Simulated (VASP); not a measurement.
# Mg8HO8 (a cell with a defect) in VASP: notebook

The runs below take Mg8HO8 (a cell with a defect) through single point, with PBE.

All numbers are computed with VASP 6.6.1; they aren't measurements. Logs are shortened: lines on timing, memory, paths and dates and some standing lists are left out, and cuts for length are marked.

**1. The cell of the first run**

The cell holds a defect, 17 atoms: a = 5.466 Å, b = 5.466 Å, c = 5.466 Å, α = 60.00°, β = 60.00°, γ = 60.00°.

**2. Single point, PBE, collinear spin**

The input, INCAR:

```
PREC     = Accurate       # precision mode
ENCUT    = 520            # plane-wave cutoff, eV
EDIFF    = 1E-6           # SCF threshold, eV
ISMEAR   = -1             # smearing method
SIGMA    = 0.05           # smearing width, eV
LREAL    = Auto         
LASPH    = True           # aspherical terms in the spheres
NELM     = 150            # most SCF steps
ALGO     = Normal         # electronic algorithm
ISIF     = 2              # what is computed and relaxed
LWAVE    = False          # write WAVECAR
LCHARG   = True           # write CHGCAR
ISPIN    = 2              # spin polarisation
MAGMOM   = 0 0 0 0 0 0 0 0 0.08 0 0.08 0.08 0 0 0.08 0 0.32 # initial moments
LORBIT   = 11             # projections on sites
GGA      = PE             # functional
LELF     = True           # ELF
LVHAR    = True         
NBANDS   = 50             # bands
```

The input, KPOINTS:

```
Automatic mesh
0
Gamma
  2 2 2
```

The input, POSCAR:

```
Mg8HO8
1.0
    0.0000000000      3.8650000000      3.8650000000
    3.8650000000      0.0000000000      3.8650000000
    3.8650000000      3.8650000000      0.0000000000
Mg O H
8 8 1
Direct
    0.0027943079      0.0117723157     -0.0040103493
    0.0036093144     -0.0124838292      0.4987710220
   -0.0049547219      0.4969081501      0.0051358344
    0.0098447607      0.4968822768      0.4981500647
    0.5027037516     -0.0015135834     -0.0106985770
    0.4805174644      0.0014489004      0.5144372574
    0.5052263907      0.5062095731     -0.0101681759
    0.5009443726      0.4990556274      0.5019534282
    0.2379948254      0.2604269082      0.2429107374
    0.2431824062      0.2536869340      0.7437516171
    0.2604915912      0.7395601552      0.2507115136
    0.2386675291      0.7451099612      0.7786157827
    0.7434928849      0.2467529107      0.2472186287
    0.7335575679      0.2583699871      0.7560672704
    0.7787839586      0.7412677878      0.2538163001
    0.7572186287      0.7617464424      0.7434540750
    0.3780724450      0.8767011643      0.3783570505
```

Potentials or basis: VASP PAW PBE potentials, release 64 (Mg, O, H).

The run is started by

```sh
$ cat potpaw_PBE.64/Mg/POTCAR potpaw_PBE.64/O/POTCAR potpaw_PBE.64/H/POTCAR > POTCAR
$ mpirun -np 1 vasp_std > vasp.out
```

OUTCAR:

```text
PREC = Accurate
   ENCUT = 520
   EDIFF = 1E-6
   ISMEAR = -1
   LREAL = Auto
   LASPH = True
   NELM = 150
   ISIF = 2
   ISPIN = 2
   LORBIT = 11
   GGA = PE

 ion  position               nearest neighbor table
   1  0.003  0.012  0.996-  10 1.87  12 1.88  13 1.88  15 1.92  14 1.97  11 1.98   6 2.62   3 2.66
                             5 2.68   2 2.69   4 2.69   7 2.71   7 2.76   4 2.78   2 2.78   5 2.79
   2  0.004  0.988  0.499-  17 1.67  16 1.83  11 1.92   9 1.96  13 1.98  12 2.00  14 2.04   4 2.67
                             1 2.69   6 2.69   8 2.69   5 2.71   3 2.73   3 2.74   5 2.76   8 2.77
   3  0.995  0.497  0.005-   9 1.86  12 1.90  15 1.91  16 1.93  13 1.94  10 1.95   1 2.66   7 2.69
                             8 2.71   5 2.72   2 2.73   4 2.73   4 2.74   2 2.74   5 2.75   8 2.76
   4  0.010  0.497  0.498-  15 1.84  10 1.85   9 1.90  11 1.91  16 1.97  14 1.99   6 2.64   2 2.67
                             1 2.69   8 2.70   7 2.72   3 2.73   3 2.74   7 2.74   8 2.77   1 2.78
   5  0.503  0.998  0.989-  17 1.74  16 1.87  14 1.90  11 1.94  10 1.95   9 1.99  15 2.09   6 2.65
                             1 2.68   7 2.68   8 2.70   2 2.71   3 2.72   3 2.75   2 2.76   8 2.77
   6  0.481  0.001  0.514-  17 1.62  10 1.86  12 1.93  16 1.96  13 1.97   9 1.99  15 2.02   1 2.62
                             4 2.64   5 2.65   7 2.66   2 2.69   8 2.73   8 2.74   2 2.78   7 2.82
   7  0.505  0.506  0.990-  12 1.85  14 1.86  11 1.91  13 1.92  16 1.96   9 1.98   6 2.66   5 2.68
                             3 2.69   8 2.70   1 2.71   4 2.72   4 2.74   1 2.76   8 2.77   3 2.77
   8  0.501  0.499  0.502-  17 1.69  14 1.88  11 1.90  10 1.95  13 1.96  15 2.01  12 2.02   2 2.69
                             7 2.70   5 2.70   4 2.70   3 2.71   6 2.73   6 2.74   3 2.76   4 2.77
   9  0.238  0.260  0.243-   3 1.86   4 1.90   2 1.96   7 1.98   6 1.99   5 1.99
  10  0.243  0.254  0.744-   4 1.85   6 1.86   1 1.87   8 1.95   3 1.95   5 1.95
  11  0.260  0.740  0.251-   8 1.90   4 1.91   7 1.91   2 1.92   5 1.94   1 1.98
  12  0.239  0.745  0.779-   7 1.85   1 1.88   3 1.90   6 1.93   2 2.00   8 2.02
  13  0.743  0.247  0.247-   1 1.88   7 1.92   3 1.94   8 1.96   6 1.97   2 1.98
  14  0.734  0.258  0.756-   7 1.86   8 1.88   5 1.90   1 1.97   4 1.99   2 2.04
  15  0.779  0.741  0.254-   4 1.84   3 1.91   1 1.92   8 2.01   6 2.02   5 2.09
  16  0.757  0.762  0.743-   2 1.83   5 1.87   3 1.93   6 1.96   7 1.96   4 1.97
  17  0.378  0.877  0.378-   6 1.62   2 1.67   8 1.69   5 1.74

  LATTYP: Found a face centered cubic cell.
 ALAT       =     7.7300000000

  Lattice vectors:

 A1 = (   0.0000000000,   3.8650000000,   3.8650000000)
 A2 = (   3.8650000000,   0.0000000000,   3.8650000000)
 A3 = (   3.8650000000,   3.8650000000,   0.0000000000)

Analysis of symmetry for initial positions (statically):
=====================================================================
 Subroutine PRICEL returns:
 Original cell was already a primitive cell.

 Routine SETGRP: Setting up the symmetry group for a
 face centered cubic supercell.

 Subroutine GETGRP returns: Found  1 space group operations
 (whereof  1 operations were pure point group operations)
 out of a pool of 48 trial point group operations.

The static configuration has the point symmetry C_1 .

Analysis of symmetry for dynamics (positions and initial velocities):
=====================================================================
 Subroutine PRICEL returns:
 Original cell was already a primitive cell.

 Routine SETGRP: Setting up the symmetry group for a
 face centered cubic supercell.

 Subroutine GETGRP returns: Found  1 space group operations
 (whereof  1 operations were pure point group operations)
 out of a pool of 48 trial point group operations.

The dynamic configuration has the point symmetry C_1 .

Analysis of structural, dynamic, and magnetic symmetry:
=====================================================================
 Subroutine PRICEL returns:
 Original cell was already a primitive cell.

 Routine SETGRP: Setting up the symmetry group for a
 face centered cubic supercell.

 Subroutine GETGRP returns: Found  1 space group operations
 (whereof  1 operations were pure point group operations)
 out of a pool of 48 trial point group operations.

The overall configuration has the point symmetry C_1 .

 Subroutine INISYM returns: Found  1 space group operations
 (whereof  1 operations are pure point group operations),
 and found     1 'primitive' translations

----------------------------------------------------------------------------------------

                                     Primitive cell

  volume of cell :     115.4725

[... 96 lines left out ...]
   LNONCOLLINEAR =      F non collinear calculations
   LSORBIT =      F    spin-orbit coupling
   LASPH  =      T    aspherical Exc in radial PAW
   ENCUT  =  520.0 eV  38.22 Ry    6.18 a.u.  10.16 10.16 10.16*2*pi/ulx,y,z
[... 20 lines left out ...]
     AMIX     =   0.40;   BMIX     =  1.00
     AMIX_MAG =   1.60;   BMIX_MAG =  1.00
  volume/ion in A,a.u.               =       6.79        45.84
  Fermi-wavevector in a.u.,A,eV,Ry     =   1.351719  2.554379 24.859811  1.827145
  Thomas-Fermi vector in A             =   2.479118
   LORBIT       =     11    0 simple, 1 ext, 2 COOP (PROOUT), +10 PAW based schemes
   GGA     = PE    functional components
   LHFCALC =     F    Hartree Fock is set to
   AEXX    =    0.0000 exact exchange contribution
   IVDW    =     0    specifies the selected vdW correction
   LEPSILON=     F    determine dielectric tensor
   LRPA    =     F    only Hartree local field effects (RPA)
 spin polarized calculation
  energy-cutoff  :      520.00
  volume of cell :      115.47
 maximum number of plane-waves:      3138
 NGX is ok and might be reduce to    42
   NGX = 21   NGY = 21   NGZ = 21

 number of electron      65.0000000 magnetization       0.7501522

 Free energy of the ion-electron system (eV)
  ---------------------------------------------------
  ext. energy  EPLUGINS =         0.00000000
  ---------------------------------------------------
  free energy    TOTEN  =       -84.90962768 eV

  energy without entropy =      -84.89851489  energy(sigma->0) =      -84.90407129

 E-fermi :   9.6898     XC(G=0): -12.4595

 val. band max:        9.6510792242   @ k =   0.0000   0.5000   0.5000
 cond. band min:       9.6927047428   @ k =   0.5000   0.0000   0.5000
 fundamental gap:      0.0416255186
 Fermi energy:         9.6898087006

 spin component 1

 k-point     1 :       0.0000    0.0000    0.0000
  band No.  band energies     occupation
      1     -13.4572      1.00000
      2     -11.5761      1.00000
      3     -11.4230      1.00000
      4     -11.3374      1.00000
      5     -11.2450      1.00000
      6     -10.9149      1.00000
[... 365 lines left out ...]
     43      18.6223      0.00000
     44      18.8316      0.00000
 Fermi energy:         9.6898087006

 spin component 2

 k-point     1 :       0.0000    0.0000    0.0000
  band No.  band energies     occupation
      1     -13.3856      1.00000
      2     -11.5414      1.00000
      3     -11.3706      1.00000
      4     -11.2506      1.00000
      5     -11.1808      1.00000
      6     -10.8556      1.00000
[... 365 lines left out ...]
     43      18.6406      0.00000
     44      18.8478      0.00000
 [bands above 44 left out]

------------------------ aborting loop because EDIFF is reached ----------------------------------------

  FORCE on cell =-STRESS in cart. coord.  units (eV):
  Direction    XX          YY          ZZ          XY          YZ          ZX
  --------------------------------------------------------------------------------------
  -------------------------------------------------------------------------------------
  Total       65.4183518     65.8736599     63.9793142      0.0592652     -0.1064769      0.4177170
  in kB      907.6777510    913.9951374    887.7111459      0.8223023     -1.4773643      5.7958117
  external PRESSURE =     903.1280115 kB  Pullay stress =       0.0000000 kB

 VOLUME and BASIS-vectors are now :
 -----------------------------------------------------------------------------
  energy-cutoff  :      520.00
  volume of cell :      115.47
      direct lattice vectors                 reciprocal lattice vectors
     0.000000000  3.865000000  3.865000000    -0.129366106  0.129366106  0.129366106
     3.865000000  0.000000000  3.865000000     0.129366106 -0.129366106  0.129366106
     3.865000000  3.865000000  0.000000000     0.129366106  0.129366106 -0.129366106

 POSITION                                       TOTAL-FORCE (eV/Angst)
 -----------------------------------------------------------------------------------
      3.89500      3.86030      0.05630         0.048872     -0.097206     -1.786322
      5.74450      1.94170      3.83070         1.547870     -0.657325      0.919249
      1.94040      3.86570      5.76640         0.295060     -0.263279      0.140456
      3.84580      1.96340      1.95850         0.303658     -0.782056     -0.598352
      7.68280      5.76660      5.80210         1.238665      0.958289      0.406239
      1.99390      3.84550      1.86280        -1.459465      0.381474      1.732161
[... 9 lines left out ...]
      5.81760      5.80010      5.87080        -0.631819     -0.050352     -1.823153
      4.85080      2.92360      4.84970        -0.449730      0.071184      0.264631
 -----------------------------------------------------------------------------------
    total drift:                                0.004062      0.008236     -0.005035

  FREE ENERGIE OF THE ION-ELECTRON SYSTEM (eV)
  ---------------------------------------------------
  free  energy   TOTEN  =       -84.9096276838 eV

  energy  without entropy=      -84.8985148922  energy(sigma->0) =      -84.90407129

 total charge

# of ion       s       p       d       tot
------------------------------------------
    1        0.202   0.300   0.162   0.663
    2        0.196   0.289   0.158   0.643
    3        0.200   0.296   0.160   0.657
    4        0.203   0.304   0.166   0.673
    5        0.194   0.284   0.153   0.631
    6        0.197   0.291   0.159   0.646
[... 9 lines left out ...]
   16        1.556   3.747   0.000   5.302
   17        0.633   0.031   0.000   0.665
--------------------------------------------------
tot         14.698  32.173   1.275  48.146

 magnetization (x)

# of ion       s       p       d       tot
------------------------------------------
    1        0.000   0.001   0.001   0.002
    2       -0.000   0.001   0.005   0.006
    3        0.000   0.001   0.001   0.003
    4        0.001   0.001   0.001   0.003
    5       -0.001   0.000   0.003   0.003
    6        0.000   0.003   0.007   0.010
[... 9 lines left out ...]
   16       -0.000  -0.000   0.000  -0.001
   17        0.241   0.002   0.000   0.243
--------------------------------------------------
tot          0.270   0.295   0.025   0.589
```

Wall time 2.2 min (1 thread of AMD EPYC 9R45 (Zen 5), shared host); peak memory 0.31 GiB.

What came out:

```yaml
Free_energy: -84.9096 eV
Pressure: 90.3 GPa
Largest_force: 2.297 eV/Å
Net_moment: 0.75 μB per cell
Site_moments: Mg +0.00, +0.01; O +0.08, -0.00, +0.07; H +0.24 μB
Valence_electrons_inside_the_program's_atomic_spheres: Mg 0.66, 0.64, 0.67, 0.63, 0.65; O 5.26, 5.32, 5.29, 5.28, 5.25, 5.30; H 0.67
```

Forces in eV/Å, atoms in the order of the input:
```
Mg   0.049 -0.097 -1.786
Mg   1.548 -0.657  0.919
Mg   0.295 -0.263  0.140
Mg   0.304 -0.782 -0.598
Mg   1.239  0.958  0.406
Mg  -1.459  0.381  1.732
Mg   0.392  0.780 -0.861
Mg  -0.383  0.481  0.267
O    0.120  0.614  0.492
O    0.765  1.110  0.532
O   -0.664 -1.510 -0.272
O   -0.585 -0.736  0.101
O    0.834  0.586  0.309
O   -1.507  0.785  0.798
O    0.136 -1.670 -0.621
O   -0.632 -0.050 -1.823
H   -0.450  0.071  0.265
```

Levels at points of the mesh, in eV from the Fermi level:
Spin up:
| k point | band 31 | band 32 | band 33 | band 34 | band 35 | band 36 |
| --- | --- | --- | --- | --- | --- | --- |
| (0.00, 0.00, 0.00) | -4.16 | -4.14 | -1.83 | 3.61 | 4.88 | 5.02 |
| (0.50, 0.00, 0.00) | -4.55 | -4.50 | -0.38 | 5.48 | 5.65 | 6.66 |
| (0.00, 0.50, 0.00) | -4.68 | -4.58 | -0.45 | 5.42 | 5.71 | 6.68 |
| (0.00, 0.00, 0.50) | -4.58 | -4.52 | -0.45 | 5.35 | 5.83 | 6.68 |
| (0.50, 0.50, 0.50) | -4.55 | -4.49 | -0.53 | 5.33 | 5.90 | 6.67 |
| (0.50, 0.50, 0.00) | -4.96 | -4.84 | -0.08 | 6.73 | 6.81 | 7.31 |
| (0.00, 0.50, 0.50) | -5.00 | -4.78 | -0.04 | 6.58 | 6.91 | 7.02 |
| (0.50, 0.00, 0.50) | -4.88 | -4.80 | 0.00 | 6.68 | 6.84 | 7.26 |
Spin down:
| k point | band 28 | band 29 | band 30 | band 31 | band 32 | band 33 | band 34 | band 35 | band 36 | band 37 |
| --- | --- | --- | --- | --- | --- | --- | --- | --- | --- | --- |
| (0.00, 0.00, 0.00) | -5.08 | -5.04 | -4.13 | -4.08 | -4.04 | -0.57 | 3.65 | 4.88 | 5.02 | 5.08 |
| (0.50, 0.00, 0.00) | -5.33 | -4.81 | -4.75 | -4.52 | -4.47 | 0.82 | 5.51 | 5.69 | 6.69 | 6.81 |
| (0.00, 0.50, 0.00) | -5.47 | -4.70 | -4.68 | -4.59 | -4.48 | 0.75 | 5.44 | 5.75 | 6.70 | 6.85 |
| (0.00, 0.00, 0.50) | -5.29 | -4.90 | -4.82 | -4.48 | -4.40 | 0.76 | 5.37 | 5.87 | 6.70 | 6.85 |
| (0.50, 0.50, 0.50) | -5.25 | -4.94 | -4.86 | -4.44 | -4.36 | 0.69 | 5.36 | 5.94 | 6.69 | 6.81 |
| (0.50, 0.50, 0.00) | -5.17 | -5.12 | -5.04 | -4.90 | -4.68 | 1.14 | 6.76 | 6.85 | 7.33 | 7.41 |
| (0.00, 0.50, 0.50) | -5.21 | -5.07 | -4.96 | -4.89 | -4.73 | 1.18 | 6.62 | 6.94 | 7.04 | 7.41 |
| (0.50, 0.00, 0.50) | -5.23 | -5.13 | -4.98 | -4.77 | -4.73 | 1.22 | 6.72 | 6.88 | 7.28 | 7.36 |

Caveat: the k points lie up to 0.70 Å⁻¹ apart.

**3. Single point, PBE, collinear spin**

The input, INCAR:

```
SYSTEM = Mg8HO8
  PREC = Accurate
  ENCUT = 520
  EDIFF = 1E-6
  ISMEAR = -1
  SIGMA = 0.05
  LREAL = Auto
  LASPH = .TRUE.
  NELM = 150
  ALGO = Normal
  ISIF = 2
  LWAVE = .FALSE.
  LCHARG = .FALSE.
  ISPIN = 2
  MAGMOM = 0 0 0 0 0 0 0 0 0.08 0 0.08 0.08 0 0 0.08 0 0.32
  LORBIT = 11
  GGA = PE
  NBANDS = 50
```

The input, KPOINTS:

```
regular mesh
0
G
  2 2 2
  0 0 0
```

The input, POSCAR:

```
Mg8HO8
1.0
    0.0000000000      3.8650000000      3.8650000000
    3.8650000000      0.0000000000      3.8650000000
    3.8650000000      3.8650000000      0.0000000000
Mg O H
8 8 1
Direct
   -0.0050970246      0.0145924968      0.0055368693
   -0.0026390686     -0.0135834411      0.5073738680
   -0.0117593790      0.5024191462      0.0095601552
    0.0134670116      0.4955109961      0.4935705045
    0.5136739974      0.0065071151     -0.0121992238
    0.4798188875      0.0015523933      0.5150323415
    0.5084217335      0.4941914618     -0.0155627426
    0.5082406210      0.4970116429      0.4975549806
    0.2613842173      0.2678266494      0.2357438551
    0.2539715395      0.2480465718      0.7569469599
    0.2337904269      0.7515912031      0.2386028461
    0.2364036223      0.7501423027      0.7658732212
    0.7424708926      0.2479560155      0.2644372574
    0.7661319534      0.2473479948      0.7520827943
    0.7473997413      0.7536869340      0.2462871928
    0.7469340233      0.7406468305      0.7459249677
    0.3709314360      0.8727684347      0.3717076326
```

Potentials or basis: VASP PAW PBE potentials, release 64 (Mg, O, H).

The run is started by

```sh
$ cat potpaw_PBE.64/Mg/POTCAR potpaw_PBE.64/O/POTCAR potpaw_PBE.64/H/POTCAR > POTCAR
$ mpirun -np 1 vasp_std > vasp.out
```

Run time: 2.1 min. Hardware: 1 thread of AMD EPYC 9R45 (Zen 5), shared host; peak memory 0.31 GiB.

The run converged. Its results:

```
Free energy                                           : -84.9567 eV
Pressure                                              : 90.1 GPa
Largest force                                         : 2.057 eV/Å
Net moment                                            : 0.75 μB per cell
Site moments                                          : Mg +0.00, +0.01; O +0.07, -0.00, +0.08; H +0.25 μB
Valence electrons inside the program's atomic spheres : Mg 0.68, 0.63, 0.64, 0.66, 0.65; O 5.28, 5.29, 5.27, 5.31; H 0.66
```

Forces on the atoms (eV/Å):
```
Mg  -0.732  0.126 -0.879
Mg   0.305 -0.508  0.658
Mg  -0.691  0.284  0.385
Mg   0.456 -0.592 -0.439
Mg   0.039 -0.272 -1.307
Mg  -0.873  0.372  1.104
Mg   1.983  0.461  0.293
Mg   0.622 -0.334 -0.712
O    0.135 -0.732 -1.627
O    0.497 -0.516  0.497
O   -0.554  1.518  0.885
O   -0.081  0.306 -0.603
O   -0.419 -0.288  0.294
O   -1.092 -1.417 -0.237
O   -0.396  1.437  0.970
O    0.795  0.493  0.716
H    0.007 -0.340  0.001
```

Stress tensor (GPa, compression positive):
```
89.58 -0.34  0.09
-0.34 89.20 -0.56
 0.09 -0.56 91.56
```

Levels at points of the mesh, in eV from the Fermi level:
Spin up:
```csv
k point,band 30,band 31,band 32,band 33,band 34,band 35,band 36,band 37
"(0.00, 0.00, 0.00)",-4.47,-4.45,-4.43,-1.84,3.38,4.77,4.82,4.83
"(0.50, 0.00, 0.00)",-5.07,-4.91,-4.85,-0.51,5.13,5.62,6.57,6.59
"(0.00, 0.50, 0.00)",-5.03,-4.92,-4.85,-0.56,5.11,5.57,6.43,6.62
"(0.00, 0.00, 0.50)",-5.07,-4.89,-4.85,-0.42,5.12,5.59,6.54,6.65
"(0.50, 0.50, 0.50)",-5.05,-4.92,-4.90,-0.35,5.21,5.48,6.55,6.59
"(0.50, 0.50, 0.00)",-5.40,-5.27,-5.21,0.02,6.47,6.62,7.04,7.14
"(0.00, 0.50, 0.50)",-5.36,-5.32,-5.22,-0.06,6.37,6.66,6.95,7.22
"(0.50, 0.00, 0.50)",-5.42,-5.26,-5.19,-0.07,6.40,6.67,7.00,7.15
```
Spin down:
| k point | band 28 | band 29 | band 30 | band 31 | band 32 | band 33 | band 34 | band 35 | band 36 | band 37 |
| --- | --- | --- | --- | --- | --- | --- | --- | --- | --- | --- |
| (0.00, 0.00, 0.00) | -5.36 | -5.34 | -4.39 | -4.37 | -4.33 | -0.55 | 3.42 | 4.78 | 4.82 | 4.83 |
| (0.50, 0.00, 0.00) | -5.59 | -5.05 | -5.04 | -4.79 | -4.71 | 0.73 | 5.15 | 5.66 | 6.59 | 6.60 |
| (0.00, 0.50, 0.00) | -5.61 | -5.08 | -5.00 | -4.79 | -4.72 | 0.68 | 5.13 | 5.61 | 6.45 | 6.63 |
| (0.00, 0.00, 0.50) | -5.58 | -5.10 | -5.05 | -4.78 | -4.71 | 0.81 | 5.15 | 5.63 | 6.55 | 6.66 |
| (0.50, 0.50, 0.50) | -5.70 | -4.99 | -4.96 | -4.86 | -4.83 | 0.88 | 5.24 | 5.52 | 6.57 | 6.61 |
| (0.50, 0.50, 0.00) | -5.43 | -5.38 | -5.31 | -5.17 | -5.06 | 1.27 | 6.51 | 6.65 | 7.06 | 7.17 |
| (0.00, 0.50, 0.50) | -5.45 | -5.34 | -5.27 | -5.18 | -5.11 | 1.19 | 6.41 | 6.70 | 6.97 | 7.24 |
| (0.50, 0.00, 0.50) | -5.43 | -5.39 | -5.32 | -5.18 | -5.02 | 1.18 | 6.44 | 6.71 | 7.02 | 7.17 |

Caveat: the k points lie up to 0.70 Å⁻¹ apart.
